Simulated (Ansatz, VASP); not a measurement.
## TaN in VASP and in Ansatz

```
Ta N
1.0
    -1.54710    1.57785    2.20876
     1.54710   -1.57785    2.20876
     1.54710    1.57785   -2.20876
Ta N
1 1
Direct
  0.00000 0.00000 0.00000
  0.50000 0.50000 0.00000
```

Alike in both runs: task single point; functional PBE; k mesh 8 × 8 × 8; occupations gaussian, width 0.1 eV; collinear spin.

|  | VASP | Ansatz |
| --- | --- | --- |
| version | VASP 6.6.1 | Ansatz 0.2.0 |
| potentials or method | VASP PAW PBE potentials, release 64 (Ta_pv, N), cutoff 520 eV | scalar-relativistic, plane waves, PAW |
| valence electrons in the cell | 16 | 18 |

```tsv
	VASP	Ansatz	Ansatz less VASP
gap on the k mesh at the Fermi level (eV)	none	none	-
pressure (GPa)	0.6	-0.1	-0.77
traceless stress, the component that is largest in VASP (GPa)	-0.92	-0.92	0.000
net moment per atom (μB)	0.00	0.00	0.000
```

A gap of «none» marks a metal or a gap that the smearing closes. VASP's potentials hold 16 valence electrons a cell and Ansatz's 18, so a difference there can come from the potentials and not from the codes. Ansatz's warnings: seeded moment not kept.

Spin-orbit coupling is off throughout.
